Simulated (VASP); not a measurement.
A run of VASP 6.6.1:

File INCAR:

```
SYSTEM = BeS
  PREC = Accurate
  ENCUT = 520
  EDIFF = 1E-6
  ISMEAR = 0
  SIGMA = 0.05
  LREAL = .False.
  LASPH = .True.
  NELM = 60
  ALGO = Normal
  ISIF = 2
  LWAVE = .False.
  LCHARG = .False.
  GGA = PS
  NBANDS = 11
```

The input KPOINTS:

```
Automatic mesh
0
Gamma
  10 10 10
  0 0 0
```

The input POSCAR:

```
BeS
1.0
    0.0000000000      2.2931644804      2.4844685595
    2.4844685595      0.0000000000      2.4844685595
    2.4844685595      2.2931644804      0.0000000000
Be S
1 1
Direct
    0.0000000000      0.0000000000      0.0000000000
    0.7500000000      0.7500000000      0.7500000000
```

Potentials or basis: VASP PAW PBE potentials, release 64 (Be, S).

Command:

```sh
$ cat potpaw_PBE.64/Be/POTCAR potpaw_PBE.64/S/POTCAR > POTCAR
$ mpirun -np 1 vasp_std > vasp.out
```

Hardware: 1 thread of AMD EPYC 7R13, with other jobs on the host.

Q: Estimate the wall time of this run.

A: It took 72 s on 1 thread of AMD EPYC 7R13 (shared host), peak memory 0.14 GiB. Counts: scf iterations 12, k points 102.
